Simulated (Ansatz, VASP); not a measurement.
**Cs: VASP beside Ansatz**

File INCAR:

```
SYSTEM = Cs
PREC = Accurate
ENCUT = 520
EDIFF = 1E-6
ISMEAR = 0
SIGMA = 0.1
LREAL = .FALSE.
LASPH = .TRUE.
NELM = 100
ALGO = Fast
ISIF = 2
LWAVE = .FALSE.
LCHARG = .FALSE.
GGA = PE
NBANDS = 10
```

File KPOINTS:

```
regular mesh
0
G
  6 6 4
  0 0 0
```

Contents of POSCAR:

```
Cs
1.0
    5.3673347428      0.0000000000      0.0000000000
   -2.6836673714      4.6482482379      0.0000000000
    0.0000000000      0.0000000000      5.0151034003
Cs
1
Direct
    0.0000000000      0.0000000000      0.0000000000
```

Input for Ansatz:

```yaml
crystal:
  lattice:
    - [5.3673347428, 0.0, 0.0]
    - [-2.6836673714, 4.6482482379, 0.0]
    - [0.0, 0.0, 5.0151034003]
  atoms:
    - { symbol: Cs, position: [0.0, 0.0, 0.0] }
basis:
  ecutwfc: 420
kpoints:
  mp_grid: { grid: [6, 6, 4] }
hamiltonian:
  xc: pbe
scf:
  occupations: { method: gaussian, width: 0.1 }
  lower_state_search: "off"
output:
  forces: true
  stress: true
  eigenvalues: true
```

Alike in both runs: task single point; functional PBE; k mesh 6 × 6 × 4; occupations gaussian, width 0.1 eV; no spin polarisation.

|  | VASP | Ansatz |
| --- | --- | --- |
| version | VASP 6.6.1 | Ansatz 0.2.0 |
| potentials or method | VASP PAW PBE potentials, release 64 (Cs_sv), cutoff 520 eV | scalar-relativistic, plane waves, PAW |
| valence electrons in the cell | 9 | 9 |

```tsv
	VASP	Ansatz	Ansatz less VASP
gap on the k mesh at the Fermi level (eV)	none	none	-
pressure (GPa)	-0.1	0.0	+0.01
traceless stress, the component that is largest in VASP (GPa)	-0.11	-0.11	0.000
```

A gap of «none» marks a metal or a gap that the smearing closes.

Neither program's run includes spin-orbit coupling.
